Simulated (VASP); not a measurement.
# BP (F-43m) in VASP: a series of runs

Runs on BP. Level: PBE. Tasks: dielectric tensor, electric field gradients.

Everything below comes from runs of VASP 6.6.1. Logs are shortened: lines on timing, memory, paths and dates and some standing lists are left out, and cuts for length are marked.

**1. The cell of the first run**

The structure is cubic, space group F-43m (No. 216). Conventional cell: a = 4.538 Å, b = 4.538 Å, c = 4.538 Å, α = 90.00°, β = 90.00°, γ = 90.00°. Within 2.6 Å of B (site symmetry -43m) lie 4 P at 1.97 Å. P (site symmetry -43m) has 4 B at 1.97 Å within 2.6 Å.

**2. Dielectric tensor, PBE**

INCAR

```
SYSTEM = BP
PREC = Accurate
ENCUT = 520
EDIFF = 1E-8
ISMEAR = 0
SIGMA = 0.01
LREAL = .FALSE.
LASPH = .TRUE.
NELM = 100
ALGO = Normal
ISIF = 2
LWAVE = .FALSE.
LCHARG = .FALSE.
GGA = PE
LEPSILON = .TRUE.
```

KPOINTS

```
Automatic mesh
0
G
  10 10 10
  0 0 0
```

POSCAR

```
BP
1.0
    0.0000000000      2.2690000000      2.2690000000
    2.2690000000      0.0000000000      2.2690000000
    2.2690000000      2.2690000000      0.0000000000
B P
1 1
Direct
    0.0000000000      0.0000000000      0.0000000000
    0.2500000000      0.2500000000      0.2500000000
```

Potentials or basis: VASP PAW PBE potentials, release 64 (B, P).

Command:

```sh
cat potpaw_PBE.64/B/POTCAR potpaw_PBE.64/P/POTCAR > POTCAR
mpirun -np 1 vasp_std > vasp.out
```

OUTCAR:

```text
SYSTEM = BP
   PREC = Accurate
   ENCUT = 520
   EDIFF = 1E-8
   ISMEAR = 0
   LREAL = .FALSE.
   LASPH = .TRUE.
   NELM = 100
   ISIF = 2
   GGA = PE
   LEPSILON = .TRUE.

 ion  position               nearest neighbor table
   1  0.000  0.000  0.000-   2 1.97   2 1.97   2 1.97   2 1.97
   2  0.250  0.250  0.250-   1 1.97   1 1.97   1 1.97   1 1.97

  LATTYP: Found a face centered cubic cell.
 ALAT       =     4.5380000000

  Lattice vectors:

 A1 = (   0.0000000000,   2.2690000000,   2.2690000000)
 A2 = (   2.2690000000,   0.0000000000,   2.2690000000)
 A3 = (   2.2690000000,   2.2690000000,   0.0000000000)

Analysis of symmetry for initial positions (statically):
=====================================================================
 Subroutine PRICEL returns:
 Original cell was already a primitive cell.

 Routine SETGRP: Setting up the symmetry group for a
 face centered cubic supercell.

 Subroutine GETGRP returns: Found 24 space group operations
 (whereof 24 operations were pure point group operations)
 out of a pool of 48 trial point group operations.

The static configuration has the point symmetry T_d .

Analysis of symmetry for dynamics (positions and initial velocities):
=====================================================================
 Subroutine PRICEL returns:
 Original cell was already a primitive cell.

 Routine SETGRP: Setting up the symmetry group for a
 face centered cubic supercell.

 Subroutine GETGRP returns: Found 24 space group operations
 (whereof 24 operations were pure point group operations)
 out of a pool of 48 trial point group operations.

The dynamic configuration has the point symmetry T_d .

 Subroutine INISYM returns: Found 24 space group operations
 (whereof 24 operations are pure point group operations),
 and found     1 'primitive' translations

----------------------------------------------------------------------------------------

                                     Primitive cell

  volume of cell :      23.3633

  direct lattice vectors                    reciprocal lattice vectors
     0.000000000  2.269000000  2.269000000    -0.220361393  0.220361393  0.220361393
     2.269000000  0.000000000  2.269000000     0.220361393 -0.220361393  0.220361393
     2.269000000  2.269000000  0.000000000     0.220361393  0.220361393 -0.220361393

  length of vectors
     3.208850573  3.208850573  3.208850573     0.381677128  0.381677128  0.381677128

  position of ions in fractional coordinates (direct lattice)
     0.000000000  0.000000000  0.000000000
     0.250000000  0.250000000  0.250000000

  ion indices of the primitive-cell ions
   primitive index   ion index
                 1           1
                 2           2

----------------------------------------------------------------------------------------

 KPOINTS: Automatic mesh

Automatic generation of k-mesh.
 Grid dimensions read from file:
 generate k-points for:   10   10   10

 Generating k-lattice:

  Cartesian coordinates                     Fractional coordinates (reciprocal lattice)
    -0.022036139  0.022036139  0.022036139     0.100000000  0.000000000  0.000000000
     0.022036139 -0.022036139  0.022036139     0.000000000  0.100000000  0.000000000
     0.022036139  0.022036139 -0.022036139     0.000000000  0.000000000  0.100000000

  Length of vectors
     0.038167713  0.038167713  0.038167713

  Shift w.r.t. Gamma in fractional coordinates (k-lattice)
[... 74 lines left out ...]
  Fermi-wavevector in a.u.,A,eV,Ry     =   1.145320  2.164342 17.847562  1.311759
  Thomas-Fermi vector in A             =   2.282009
   LORBIT       =      0    0 simple, 1 ext, 2 COOP (PROOUT), +10 PAW based schemes
   GGA     = PE    functional components
   LHFCALC =     F    Hartree Fock is set to
   AEXX    =    0.0000 exact exchange contribution
   IVDW    =     0    specifies the selected vdW correction
   LEPSILON=     T    determine dielectric tensor
   LRPA    =     F    only Hartree local field effects (RPA)
 non-spin polarized calculation
 Gauss-broadening in eV      SIGMA  =   0.01
  energy-cutoff  :      520.00
  volume of cell :       23.36
 maximum number of plane-waves:       639
   NGX = 11   NGY = 11   NGZ = 11

--------------------------------------- Ionic step        1  -------------------------------------------

 number of electron       8.0000000 magnetization

 E-fermi :   7.4871     XC(G=0): -10.9072

 val. band max:        7.4328380637   @ k =   0.0000   0.0000   0.0000
 cond. band min:       8.6721224993   @ k =   0.4000   0.4000   0.0000
 fundamental gap:      1.2392844356
 Fermi energy:         7.4870723660

 k-point     1 :       0.0000    0.0000    0.0000
  band No.  band energies     occupation
      1      -8.0276      2.00000
      2       7.4328      2.00000
      3       7.4328      2.00000
      4       7.4328      2.00000
      5      10.8335      0.00000
      6      10.8335      0.00000
      7      10.8335      0.00000
      8      14.8071      0.00000
[... 243 lines left out ...]
 k-point    24 :       0.4000    0.3000    0.0000
  band No.  band energies     occupation
      1      -5.0880      2.00000
      2       1.2727      2.00000
      3       3.3844      2.00000
      4       3.9175      2.00000
      5       9.2444      0.00000
      6      11.0561      0.00000
      7      16.9122      0.00000
      8      16.9205      0.00000

 [... further k-points ...]

  FORCE on cell =-STRESS in cart. coord.  units (eV):
  Direction    XX          YY          ZZ          XY          YZ          ZX
  --------------------------------------------------------------------------------------
  -------------------------------------------------------------------------------------
  Total        0.1311126      0.1311126      0.1311126     -0.0000000     -0.0000000      0.0000000
  in kB        8.9912796      8.9912796      8.9912796     -0.0000000     -0.0000000      0.0000000
  external PRESSURE =       8.9912796 kB  Pullay stress =       0.0000000 kB

 VOLUME and BASIS-vectors are now :
 -----------------------------------------------------------------------------
  energy-cutoff  :      520.00
  volume of cell :       23.36
      direct lattice vectors                 reciprocal lattice vectors
     0.000000000  2.269000000  2.269000000    -0.220361393  0.220361393  0.220361393
     2.269000000  0.000000000  2.269000000     0.220361393 -0.220361393  0.220361393
     2.269000000  2.269000000  0.000000000     0.220361393  0.220361393 -0.220361393

 POSITION                                       TOTAL-FORCE (eV/Angst)
 -----------------------------------------------------------------------------------
      0.00000      0.00000      0.00000        -0.000000     -0.000000     -0.000000
      1.13450      1.13450      1.13450         0.000000      0.000000      0.000000
 -----------------------------------------------------------------------------------
    total drift:                                0.000000      0.000000      0.000000

  FREE ENERGIE OF THE ION-ELECTRON SYSTEM (eV)
  ---------------------------------------------------
  free  energy   TOTEN  =       -12.9304808786 eV

  energy  without entropy=      -12.9304808786  energy(sigma->0) =      -12.93048088

 HEAD OF MICROSCOPIC STATIC DIELECTRIC TENSOR (INDEPENDENT PARTICLE, excluding Hartree and local field effects)
 ------------------------------------------------------
           9.616506     0.000000     0.000000
          -0.000000     9.616506     0.000000
           0.000000     0.000000     9.616506
 ------------------------------------------------------

 Free energy of the ion-electron system (eV)
  ---------------------------------------------------
  ---------------------------------------------------
  free energy    TOTEN  =        -0.57141167 eV

  energy without entropy =       -0.57141167

------------------------ aborting loop because EDIFF is reached ----------------------------------------

--------------------------------------- Ionic step        2  -------------------------------------------

------------------------ aborting loop because EDIFF is reached ----------------------------------------

--------------------------------------- Ionic step        3  -------------------------------------------

 Free energy of the ion-electron system (eV)
  ---------------------------------------------------
  ---------------------------------------------------
  free energy    TOTEN  =        -0.57141152 eV

  energy without entropy =       -0.57141152

------------------------ aborting loop because EDIFF is reached ----------------------------------------

 PIEZOELECTRIC TENSOR FIELD DIRECTION 3  (e Angst)
 -----------------------------------------------------------------------------
    -0.00058  0.16696  0.00000           ( -0.00000  0.07700  0.00000)
     0.16696 -0.00058  0.00000           (  0.07700 -0.00000  0.00000)
     0.00000  0.00000  0.00005           (  0.00000  0.00000 -0.00000)

 PIEZOELECTRIC TENSOR FIELD DIRECTION 3  (C/m^2)
 -----------------------------------------------------------------------------
    -0.00040  0.11449  0.00000
     0.11449 -0.00040  0.00000
     0.00000  0.00000  0.00004

 MACROSCOPIC STATIC DIELECTRIC TENSOR (including local field effects in DFT)
 ------------------------------------------------------
           9.270975    -0.000000    -0.000000
           0.000000     9.270975     0.000000
           0.000000    -0.000000     9.270975
 ------------------------------------------------------

 PIEZOELECTRIC TENSOR (including local field effects)  for field in x, y, z        (e  Angst)
          XX          YY          ZZ          XY          YZ          ZX
  --------------------------------------------------------------------------------
  x    -0.00000    -0.00000    -0.00000     0.00000     0.16280     0.00000
  y    -0.00000    -0.00000     0.00000     0.00000     0.00000     0.16280
  z    -0.00000     0.00000    -0.00000     0.16280     0.00000     0.00000

 PIEZOELECTRIC TENSOR (including local field effects)  for field in x, y, z        (C/m^2)
          XX          YY          ZZ          XY          YZ          ZX
  --------------------------------------------------------------------------------
  x    -0.00000    -0.00000    -0.00000     0.00000     0.11164     0.00000
  y    -0.00000    -0.00000     0.00000     0.00000     0.00000     0.11164
  z    -0.00000     0.00000    -0.00000     0.11164     0.00000     0.00000

 BORN EFFECTIVE CHARGES (including local field effects) (in |e|, cummulative output)
 ---------------------------------------------------------------------------------
 ion    1
    1    -0.49657     0.00000     0.00000
    2     0.00000    -0.49657     0.00000
    3     0.00000     0.00000    -0.49657
 ion    2
    1     0.49657     0.00000     0.00000
    2     0.00000     0.49657     0.00000
    3     0.00000     0.00000     0.49657
```

It took 42 s on 1 thread of Intel Xeon 6975P-C (Granite Rapids), shared host; peak memory 0.19 GiB.

Results:

| Item | Value |
| --- | --- |
| Band gap on the k mesh | 1.24 eV, indirect (least direct gap 3.40 eV) |
| Electronic dielectric tensor (diagonal) | 9.27 |
| Born charges (mean of the diagonal) | B -0.50; P +0.50 e |

Electronic dielectric tensor:
```
9.27 0.00 0.00
0.00 9.27 0.00
0.00 0.00 9.27
```

Born effective charge tensors (e):
atom 1, B
```
-0.50  0.00  0.00
 0.00 -0.50  0.00
 0.00  0.00 -0.50
```
atom 2, P
```
0.50 0.00 0.00
0.00 0.50 0.00
0.00 0.00 0.50
```

(Continued in part 2 of 2.)
